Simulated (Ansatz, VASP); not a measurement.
Si2Sn: VASP beside Ansatz

```xyz
6
Lattice="4.0297 0.0000 0.0000 -2.0148 3.4898 0.0000 0.0000 0.0000 10.5242" Properties=species:S:1:pos:R:3 pbc="T T T"
Si    2.0148    1.1633    1.8843
Si    0.0000    0.0000    1.1870
Si    0.0000    2.3265    8.6399
Si    0.0000    0.0000    9.3373
Sn    0.0000    2.3265    6.0138
Sn    2.0148    1.1633    4.5104
```

Alike in both runs: functional PBE; k mesh 12 × 12 × 4; occupations gaussian, width 0.1 eV; no spin polarisation.

Ansatz relaxed the structure, and its values are those at the end. VASP's run is a single point on that final structure, the one shown.

```csv
,VASP,Ansatz
version,VASP 6.6.1,Ansatz 0.2.0
potentials or method,"VASP PAW PBE potentials, release 64 (Si, Sn_d), cutoff 520 eV","scalar-relativistic, plane waves, PAW"
valence electrons in the cell,44,44
```

VASP gave:

| Quantity | Value |
| --- | --- |
| gap on the k mesh at the Fermi level (eV) | none |
| pressure (GPa) | -0.1 |

Q: What did Ansatz give for the same quantities?

A: gap on the k mesh at the Fermi level (eV): none; pressure (GPa): 0.0.

A gap of «none» marks a metal or a gap that the smearing closes. The functional is the same, so the differences come from potentials, cutoffs and numerics.
